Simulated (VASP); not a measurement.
Input of a VASP 6.6.1 run:

Contents of INCAR:

```
PREC     = Accurate       # precision mode
ENCUT    = 520            # plane-wave cutoff, eV
EDIFF    = 1E-8           # SCF threshold, eV
ISMEAR   = -1             # smearing method
SIGMA    = 0.05           # smearing width, eV
LREAL    = F              # projectors in reciprocal space
LASPH    = T              # aspherical terms in the spheres
NELM     = 100            # most SCF steps
ALGO     = Normal         # electronic algorithm
ISIF     = 2              # what is computed and relaxed
LWAVE    = F              # write WAVECAR
LCHARG   = F              # write CHGCAR
GGA      = CA             # functional
LEFG     = T            
NBANDS   = 11             # bands
```

The input KPOINTS:

```
regular mesh
0
Gamma
  15 15 15
```

Contents of POSCAR:

```
BP
1.0
    0.0000000000      2.2840269280      2.2840269280
    2.2840269280      0.0000000000      2.2840269280
    2.2840269280      2.2840269280      0.0000000000
B P
1 1
Direct
    0.0000000000      0.0000000000      0.0000000000
    0.7500000000      0.7500000000      0.7500000000
```

Potentials or basis: VASP PAW LDA potentials, release 64 (B, P).

The run is started by

```sh
$ cat potpaw_LDA.64/B/POTCAR potpaw_LDA.64/P/POTCAR > POTCAR
$ mpirun -np 1 vasp_std > vasp.out
```

What does it give for the band gap on the k mesh?

1.21 eV, indirect (least direct gap 3.35 eV).

Predict the pressure.

-8.3 GPa.

Caveat: without QUAD_EFG the Cq values of the log hold for a quadrupole moment of 1 mb, not for the nuclei. A k mesh can miss the band edges.
